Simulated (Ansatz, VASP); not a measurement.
# ZnS in VASP and in Ansatz

```
Zn S
1.0
     0.00000    2.77491    2.59525
     2.77491    0.00000    2.59525
     2.77491    2.77491    0.00000
Zn S
1 1
Cartesian
  0.0000 0.0000 0.0000
  1.3875 1.3875 1.2976
```

Change from the starting cell: epitaxial_xy strain +3.0%.

Alike in both runs: task single point; functional r2SCAN; k mesh 8 × 8 × 8; no spin polarisation.

|  | VASP | Ansatz |
| --- | --- | --- |
| version | VASP 6.6.1 | Ansatz 0.2.0 |
| potentials or method | VASP PAW PBE potentials, release 64 (Zn, S) | plane waves, PAW |
| plane-wave cutoff (eV) | 520 | 500 |
| occupations | gaussian, width 0.01 eV | fixed |
| valence electrons in the cell | 18 | 18 |

VASP gave:

| Quantity | Value |
| --- | --- |
| gap on the k mesh at the Fermi level (eV) | 2.46 |
| pressure (GPa) | -1.7 |
| traceless stress, the component that is largest in VASP (GPa) | 1.77 |

Task: Which values does Ansatz return?

Result: gap on the k mesh at the Fermi level (eV): 2.46; pressure (GPa): -1.7; traceless stress, the component that is largest in VASP (GPa): 1.73.

VASP's potentials were made for PBE, not for r2SCAN.
